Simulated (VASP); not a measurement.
Runs of VASP 6.6.1 on Ti. The structure is that of space group Pm-3m (No. 221), or close to it. The cells are those of the table. 

```tsv
task	cell	cutoff (eV)	gap on the mesh (eV)	pressure (GPa)
relaxation of cell and atoms	relaxed to 20 GPa from a = 2.690 Å, 1 atom	600	none	20.0
single point	a = 2.452 Å, 1 atom	520	none	19.9
relaxation of cell and atoms	relaxed to 5 GPa from a = 2.690 Å, 1 atom	600	none	5.1
single point	a = 2.604 Å, 1 atom	520	none	-0.1
single point	a = 2.517 Å, 1 atom	520	none	(a)
```

Alike in all rows: level PBEsol; potentials or basis VASP PAW PBE potentials, release 64 (Ti_sv); no spin polarisation; k mesh 8 × 8 × 8; smearing fermi-dirac 0.1 eV.

Problem. Fill in the values left out.

Solution. (a) 9.8.

Caveats: the PAW data sets were made with another functional, which shifts forces and pressure a little; the cell is relaxed towards a set pressure, so the enthalpy falls and the energy may rise (some runs).

A gap of «none» marks levels without a gap at the run's occupations.
